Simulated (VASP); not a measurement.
Set up this calculation in VASP 6.6.1, as the native input.

```
Task                               : single point
Functional                         : r2SCANh
Potentials or basis                : VASP PAW PBE potentials, release 64 (Pb_d, F)
Cutoff                             : 580 eV
k mesh                             : 4 × 4 × 4
Occupations                        : fermi-dirac, width 0.05 eV
Spin                               : no spin polarisation
Dipole correction                  : no
Grid for exact exchange (PRECFOCK) : Normal
Further INCAR settings             : ALGO = Normal; EDIFF = 1e-06; NBANDS = 21
Share of exact exchange            : 0.1
```

Crystal: PbF2.

```
CELL_PARAMETERS angstrom
0.00000 2.96366 2.96366
2.96366 0.00000 2.96366
2.96366 2.96366 0.00000
ATOMIC_POSITIONS crystal
Pb 0.00000 0.00000 0.00000
F 0.75000 0.75000 0.75000
F 0.25000 0.25000 0.25000
```

The input as run:

POSCAR

```
PbF2
1.0
    0.0000000000      2.9636600000      2.9636600000
    2.9636600000      0.0000000000      2.9636600000
    2.9636600000      2.9636600000      0.0000000000
Pb F
1 2
Direct
    0.0000000000      0.0000000000      0.0000000000
    0.7500000000      0.7500000000      0.7500000000
    0.2500000000      0.2500000000      0.2500000000
```

INCAR.step1

```
  PREC = Accurate
  ENCUT = 580
  EDIFF = 1E-5
  ISMEAR = -1
  SIGMA = 0.05
  LREAL = F
  LASPH = T
  NELM = 120
  ALGO = Normal
  ISIF = 2
  LWAVE = T
  LCHARG = F
  NBANDS = 21
  GGA = PE
  GGA_COMPAT = F
```

INCAR.step2

```
  PREC = Accurate
  ENCUT = 580
  EDIFF = 1E-6
  ISMEAR = -1
  SIGMA = 0.05
  LREAL = F
  LASPH = T
  NELM = 120
  ALGO = Normal
  ISIF = 2
  LWAVE = F
  LCHARG = F
  METAGGA = R2SCAN
  LHFCALC = T
  AEXX = 0.1
  LMIXTAU = T
  PRECFOCK = Normal
  NBANDS = 21
  ISTART = 1
  GGA_COMPAT = F
```

KPOINTS

```
Automatic mesh
0
Gamma
  4 4 4
```

Potentials or basis: VASP PAW PBE potentials, release 64 (Pb_d, F).

Launch:

```console
$ cat potpaw_PBE.64/Pb_d/POTCAR potpaw_PBE.64/F/POTCAR > POTCAR
$ cp INCAR.step1 INCAR
$ mpirun -np 1 vasp_std > vasp.out
$ cp INCAR.step2 INCAR
$ mpirun -np 1 vasp_std > vasp.out
```

Results of the run:

```
Pressure               : -0.7 GPa
Band gap on the k mesh : 5.69 eV (least direct gap 5.83 eV)
```

Caveat: the k points lie up to 0.46 Å⁻¹ apart; the PAW data sets were made with another functional, which shifts forces and pressure a little; spin-orbit coupling is left out, which moves the levels of the heavy elements.

Wall time 42 min on 1 thread of Oxide Virtual Turin-like Processor, on a shared host, peak memory 0.2 GiB.
